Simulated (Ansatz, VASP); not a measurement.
HgTe in VASP and in Ansatz

The input INCAR:

```
SYSTEM = HgTe
ALGO = Normal
EDIFF = 1E-7
ENCUT = 520
GGA = PE
ISIF = 2
ISMEAR = -1
LASPH = .TRUE.
LCHARG = .FALSE.
LREAL = .FALSE.
LWAVE = .FALSE.
NBANDS = 16
NELM = 100
PREC = Accurate
SIGMA = 0.05
```

KPOINTS

```
k-points
0
G
  13 13 13
  0 0 0
```

POSCAR

```
HgTe
1.0
    0.0000000000      2.6201276545      2.6201276545
    2.6201276545      0.0000000000      2.6201276545
    2.6201276545      2.6201276545      0.0000000000
Hg Te
1 1
Direct
    0.0000000000      0.0000000000      0.0000000000
    0.5000000000      0.5000000000      0.5000000000
```

Input for Ansatz:

```yaml
crystal:
  lattice:
    - [0.0, 2.6201276545, 2.6201276545]
    - [2.6201276545, 0.0, 2.6201276545]
    - [2.6201276545, 2.6201276545, 0.0]
  atoms:
    - { symbol: Hg, position: [0.0, 0.0, 0.0] }
    - { symbol: Te, position: [0.5, 0.5, 0.5] }
kpoints:
  mp_grid: { grid: [13, 13, 13] }
scf:
  occupations: { method: fermi_dirac, width: 0.05 }
hamiltonian:
  xc: pbe
  pseudopotentials: { kind: paw }
output:
  forces: true
  stress: true
  eigenvalues: true
```

Change from the starting cell: volume scaled by 0.62, to set the pressure.

Alike in both runs: task single point; functional PBE; k mesh 13 × 13 × 13; occupations fermi-dirac, width 0.05 eV; no spin polarisation.

|  | VASP | Ansatz |
| --- | --- | --- |
| version | VASP 6.6.1 | Ansatz 0.2.0 |
| potentials or method | VASP PAW PBE potentials, release 64 (Hg, Te) | PAW with Ansatz's default frozen-core files, scalar-relativistic |
| plane-wave cutoff (eV) | 520 | 420 |
| valence electrons in the cell | 18 | 36 |

Ansatz gave:

| Item | Value |
| --- | --- |
| pressure (GPa) | 78.2 |

Question: What did VASP give for the same quantities?

Answer: Pressure (GPa): 79.7.

Both programs put the cell under a high pressure, so it lies far from rest at this level. With one functional, cell and mesh, what is left measures potentials, basis and numerics. VASP's potentials hold 18 valence electrons a cell and Ansatz's 36, so a difference there can come from the potentials and not from the codes.

Neither program's run includes spin-orbit coupling. Noted on VASP's run: the cell as given lies far from equilibrium.
